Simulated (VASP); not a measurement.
Sr:

```
Sr
1.0
     0.00000    3.01914    3.01914
     3.01914    0.00000    3.01914
     3.01914    3.01914    0.00000
Sr
1
Direct
  0.00000 0.00000 0.00000
```

Base run:

* Program: VASP 6.6.1
* Functional: PBE
* Potentials or basis: VASP PAW PBE potentials, release 64 (Sr_sv)
* Cutoff: 520 eV
* k mesh: 9 × 9 × 9
* Occupations: methfessel-paxton, width 0.2 eV
* Spin: no spin polarisation

Its results: pressure 0.0 GPa.

Question: After a change of settings the same cell gave: pressure 1.4 GPa. Which change was it?
A. occupations from methfessel-paxton, width 0.2 eV to fermi-dirac, width 0.3 eV; further incar settings from ALGO = Normal; EDIFF = 1e-06; NBANDS = 11 to ALGO = Normal; EDIFF = 1e-07; NBANDS = 11
B. k mesh from 9 × 9 × 9 to 13 × 13 × 13; occupations from methfessel-paxton, width 0.2 eV to fermi-dirac, width 0.1 eV
C. occupations from methfessel-paxton, width 0.2 eV to fermi-dirac, width 1 eV
D. occupations from methfessel-paxton, width 0.2 eV to fermi-dirac, width 0.2 eV

Answer: C.
